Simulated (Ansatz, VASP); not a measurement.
MoN2: VASP beside Ansatz

```
CELL_PARAMETERS angstrom
0.00000 2.45930 2.45930
2.45930 0.00000 2.45930
2.45930 2.45930 0.00000
ATOMIC_POSITIONS crystal
Mo 0.00000 0.00000 0.00000
N 0.25000 0.25000 0.25000
N 0.75000 0.75000 0.75000
```

Alike in both runs: task electric field gradients; functional PBE; k mesh 12 × 12 × 12; occupations fermi-dirac, width 0.05 eV; no spin polarisation.

```csv
,VASP,Ansatz
version,VASP 6.6.1,Ansatz 0.2.0
potentials or method,"VASP PAW PBE potentials, release 64 (Mo_sv, N)","PAW with Ansatz's default frozen-core files, scalar-relativistic"
plane-wave cutoff (eV),520,420
valence electrons in the cell,24,24
```

VASP gave:

| Quantity | Value |
| --- | --- |
| pressure (GPa) | 0.3 |

Question: Which values does Ansatz return?

Answer: Pressure (GPa): 0.0.
